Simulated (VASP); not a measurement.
# LiSi16 (a cell with a defect) in VASP: notebook, part 2 of 2

VASP 6.6.1.

**3. Single point, PBE**

Contents of INCAR:

```
SYSTEM = LiSi16
ALGO = Normal
EDIFF = 1E-7
ENCUT = 520
GGA = PE
ISIF = 2
ISMEAR = 0
LASPH = .True.
LCHARG = .True.
LELF = .True.
LREAL = Auto
LVHAR = .True.
LWAVE = .False.
NBANDS = 48
NELECT = 66.0
NELM = 100
PREC = Accurate
SIGMA = 0.02
```

Contents of KPOINTS:

```
k-points
0
Gamma
  2 2 2
  0 0 0
```

Contents of POSCAR:

```
LiSi16
1.0
    0.0000000000      5.4300000000      5.4300000000
    5.4300000000      0.0000000000      5.4300000000
    5.4300000000      5.4300000000      0.0000000000
Si Li
16 1
Direct
   -0.0020889414      0.0058090226     -0.0014515634
    0.1234252299      0.1342198344      0.1239760591
   -0.0055031904      0.0105812529      0.4978214775
    0.1233932873      0.1341967354      0.6191728366
   -0.0011253878      0.5130170610     -0.0005056115
    0.1205879026      0.6378413587      0.1211412261
   -0.0011127099      0.5130431450      0.4893582953
    0.1238110448      0.6367916367      0.6201003725
    0.4972520119      0.0105514724     -0.0048968556
    0.6185534288      0.1342146389      0.1239693894
    0.4972614101      0.0105900485      0.4978237737
    0.6218746734      0.1339261653      0.6225017882
    0.4887799018      0.5130221385     -0.0005031914
    0.6194986727      0.6367989652      0.1243806939
    0.4976335393      0.5067064253      0.4981821063
    0.6194668928      0.6367900921      0.6200933054
    0.8704052442      0.3883538771      0.8710067181
```

Potentials or basis: VASP PAW PBE potentials, release 64 (Si, Li_sv).

Started as:

```sh
$ cat potpaw_PBE.64/Si/POTCAR potpaw_PBE.64/Li_sv/POTCAR > POTCAR
$ mpirun -np 1 vasp_std > vasp.out
```

OUTCAR:

```text
SYSTEM = LiSi16
   EDIFF = 1E-7
   ENCUT = 520
   GGA = PE
   ISIF = 2
   ISMEAR = 0
   LASPH = .True.
   LREAL = Auto
   NELECT = 66.0
   NELM = 100
   PREC = Accurate

 ion  position               nearest neighbor table
   1  0.998  0.006  0.999-   6 2.31   2 2.38  10 2.38   4 2.38  17 2.40
   2  0.123  0.134  0.124-   9 2.34   3 2.34   5 2.38   1 2.38  17 2.75
   3  0.994  0.011  0.498-  12 2.34   8 2.34   2 2.34   4 2.34
   4  0.123  0.134  0.619-   3 2.34  11 2.34   7 2.38   1 2.38  17 2.75
   5  0.999  0.513  0.999-   6 2.31   2 2.38  14 2.38   8 2.38  17 2.39
   6  0.121  0.638  0.121-   1 2.31   5 2.31  13 2.31   7 2.31
   7  0.999  0.513  0.489-   6 2.31   4 2.38   8 2.38  16 2.38  17 2.39
   8  0.124  0.637  0.620-   3 2.34  15 2.34   5 2.38   7 2.38  17 2.73
[... 608 lines left out ...]
  external PRESSURE =      -5.7871767 kB  Pullay stress =       0.0000000 kB

 VOLUME and BASIS-vectors are now :
 -----------------------------------------------------------------------------
  energy-cutoff  :      520.00
  volume of cell :      320.21
      direct lattice vectors                 reciprocal lattice vectors
     0.000000000  5.430000000  5.430000000    -0.092081031  0.092081031  0.092081031
     5.430000000  0.000000000  5.430000000     0.092081031 -0.092081031  0.092081031
     5.430000000  5.430000000  0.000000000     0.092081031  0.092081031 -0.092081031

 POSITION                                       TOTAL-FORCE (eV/Angst)
 -----------------------------------------------------------------------------------
      5.45366     10.84078      5.45020         0.000873     -0.004632      0.003866
      1.40200      1.34339      1.39901        -0.018138     -0.001175     -0.021547
      2.76063      8.10329      5.45757         0.011680     -0.008741      0.000720
      4.09080      4.03213      1.39871         0.001583      0.018425     -0.017231
      8.21294     10.85114      8.20957         0.007438     -0.009908      0.010455
      4.12128      1.31259      4.11827        -0.010172      0.014979     -0.013666
[... 9 lines left out ...]
      6.82488      6.73081      6.82148         0.000536     -0.007291      0.001963
      6.83833      9.45587      6.83506        -0.013707      0.014048     -0.014241
 -----------------------------------------------------------------------------------
    total drift:                                0.009560     -0.010609      0.010118

  FREE ENERGIE OF THE ION-ELECTRON SYSTEM (eV)
  ---------------------------------------------------
  free  energy   TOTEN  =       -93.5137840998 eV

  energy  without entropy=      -93.5137840998  energy(sigma->0) =      -93.51378410
```

Wall time 4.3 min (1 thread of AMD EPYC 7R13 (Zen 3), shared host); peak memory 0.45 GiB.

What came out:

```
Free energy   : -93.5138 eV
Largest force : 0.028 eV/Å
```

Forces in eV/Å, atoms in the order of the input:
```
Si   0.001 -0.005  0.004
Si  -0.018 -0.001 -0.022
Si   0.012 -0.009  0.001
Si   0.002  0.018 -0.017
Si   0.007 -0.010  0.010
Si  -0.010  0.015 -0.014
Si   0.009 -0.008  0.006
Si   0.000 -0.002  0.007
Si   0.000 -0.011  0.012
Si  -0.017  0.022  0.001
Si   0.011 -0.001  0.009
Si   0.007 -0.013  0.012
Si   0.007 -0.010  0.010
Si   0.007 -0.001  0.000
Si  -0.004  0.008 -0.007
Si   0.001 -0.007  0.002
Li  -0.014  0.014 -0.014
```

Caveat: the k points lie up to 0.50 Å⁻¹ apart; the cell carries a net charge on a neutralising background, which shifts energy and pressure; the cell is charged against a uniform background, so pressure and absolute levels hang on convention; the cutoff is under 1.25 times the usual one of these potentials, so pressure, stress and relaxed cells hold a basis-set (Pulay) error.
